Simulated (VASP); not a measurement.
A run of VASP 6.6.1:

INCAR

```
  PREC = Accurate
  ENCUT = 520
  EDIFF = 1E-6
  ISMEAR = 0
  SIGMA = 0.01
  LREAL = F
  LASPH = T
  NELM = 80
  ALGO = Normal
  ISIF = 2
  LWAVE = F
  LCHARG = T
  GGA = PE
  LELF = T
  LVHAR = T
  NBANDS = 24
```

File KPOINTS:

```
regular mesh
0
Gamma
  6 6 4
```

File POSCAR:

```
KF
1.0
    3.8131757542      0.0000000000      0.0000000000
   -1.9065878771      3.3023070722      0.0000000000
    0.0000000000      0.0000000000      6.7238394369
K F
2 2
Direct
    0.0000000000      0.0000000000      0.0000000000
    0.0000000000      0.0000000000      0.5000000000
    0.3333333333      0.6666666667      0.2500000000
    0.6666666667      0.3333333333      0.7500000000
```

Potentials or basis: VASP PAW PBE potentials, release 64 (K_sv, F).

Command:

```console
$ cat potpaw_PBE.64/K_sv/POTCAR potpaw_PBE.64/F/POTCAR > POTCAR
$ mpirun -np 1 vasp_std > vasp.out
```

Hardware: 1 thread of Intel Xeon 8259CL, with other jobs on the host.

**Question.** How long does it take, and how much memory?

**Answer.** Wall time 60 s on 1 thread of Intel Xeon 8259CL (shared host), peak memory 0.2 GiB. Counts: scf iterations 14, k points 21.
